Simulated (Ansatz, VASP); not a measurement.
**In3Cu in VASP and in Ansatz**

The input INCAR:

```
PREC = Accurate
ENCUT = 520
EDIFF = 1E-6
ISMEAR = 0
SIGMA = 0.1
LREAL = False
LASPH = True
NELM = 60
ALGO = Fast
ISIF = 2
LWAVE = False
LCHARG = True
GGA = PE
LELF = True
LVHAR = True
NBANDS = 33
```

Contents of KPOINTS:

```
regular mesh
0
Gamma
  10 10 10
```

The input POSCAR:

```
In3Cu
1.0
    4.5951051410      0.0000000000      0.0000000000
    0.0000000000      4.5951051410      0.0000000000
    0.0000000000      0.0000000000      4.5951051410
In Cu
3 1
Direct
    0.0000000000      0.5000000000      0.5000000000
    0.5000000000      0.0000000000      0.5000000000
    0.5000000000      0.5000000000      0.0000000000
    0.0000000000      0.0000000000      0.0000000000
```

Input for Ansatz:

```yaml
crystal:
  lattice:
    - [4.595105141, 0.0, 0.0]
    - [0.0, 4.595105141, 0.0]
    - [0.0, 0.0, 4.595105141]
  atoms:
    - { symbol: In, position: [0.0, 0.5, 0.5] }
    - { symbol: In, position: [0.5, 0.0, 0.5] }
    - { symbol: In, position: [0.5, 0.5, 0.0] }
    - { symbol: Cu, position: [0.0, 0.0, 0.0] }
basis:
  ecutwfc: 420
kpoints:
  mp_grid: { grid: [10, 10, 10] }
hamiltonian:
  xc: pbe
scf:
  occupations: { method: gaussian, width: 0.1 }
output:
  forces: true
  stress: true
  eigenvalues: true
```

Alike in both runs: task single point; functional PBE; k mesh 10 × 10 × 10; occupations gaussian, width 0.1 eV; no spin polarisation.

```csv
,VASP,Ansatz
version,VASP 6.6.1,Ansatz 0.2.0
potentials or method,"VASP PAW PBE potentials, release 64 (In_d, Cu), cutoff 520 eV","scalar-relativistic, plane waves, PAW"
valence electrons in the cell,50,58
```

Ansatz gave:

- gap on the k mesh at the Fermi level (eV): none
- pressure (GPa): -2.5

Task: Which values does VASP return?

Result: gap on the k mesh at the Fermi level (eV): none; pressure (GPa): -2.4.

A gap of «none» marks a metal or a gap that the smearing closes. VASP's potentials hold 50 valence electrons a cell and Ansatz's 58, so a difference there can come from the potentials and not from the codes.
